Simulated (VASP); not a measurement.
Set up this calculation in VASP 6.6.1, as the native input.

- Task: single point
- Functional: PBE
- Potentials or basis: VASP PAW PBE potentials, release 64 (Pt, Se)
- Cutoff: 520 eV
- k mesh: 8 × 8 × 7
- Occupations: fermi-dirac, width 0.05 eV
- Spin: no spin polarisation
- Hubbard terms: Pt d U = 8.0 eV
- Dipole correction: no
- Further INCAR settings: ALGO = Normal; EDIFF = 1e-06; NBANDS = 15

The structure of PtSe lies in POSCAR:

```
PtSe
1.0
    3.7018703300      0.0000000000      0.0000000000
   -1.8509351600      3.2059137500      0.0000000000
    0.0000000000      0.0000000000      3.6128420300
Pt Se
1 1
Direct
    0.0000000000      0.0000000000      0.0000000000
    0.6666666667      0.3333333333      0.5000000000
```

One way to write it, as run:

INCAR

```
SYSTEM = PtSe
PREC = Accurate ; ENCUT = 520
EDIFF = 1E-6 ; ISMEAR = -1
SIGMA = 0.05 ; LREAL = .FALSE.
LASPH = .TRUE. ; NELM = 150
ALGO = Normal ; ISIF = 2
LWAVE = .FALSE. ; LCHARG = .FALSE.
LMAXMIX = 4 ; LDAU = .TRUE.
LDAUTYPE = 2 ; LDAUL = 2 -1
LDAUU = 8 0 ; LDAUJ = 0 0
LDAUPRINT = 1 ; GGA = PE
NBANDS = 15
```

KPOINTS

```
Automatic mesh
0
G
  8 8 7
  0 0 0
```

Potentials or basis: VASP PAW PBE potentials, release 64 (Pt, Se).

Launch:

```sh
$ cat potpaw_PBE.64/Pt/POTCAR potpaw_PBE.64/Se/POTCAR > POTCAR
$ mpirun -np 1 vasp_std > vasp.out
```

Results of the run:

```yaml
Pressure: -15.3 GPa
Band_gap_on_the_k_mesh: zero (band 8 reaches 5.57 eV, above the bottom of band 9 at 4.77 eV)
```

Caveat: spin-orbit coupling is left out, which moves the levels of the heavy elements; U without spin polarisation on a metal has little footing.

It took 38 s on 1 thread of Intel Xeon 8259CL (shared host), peak memory 0.17 GiB.
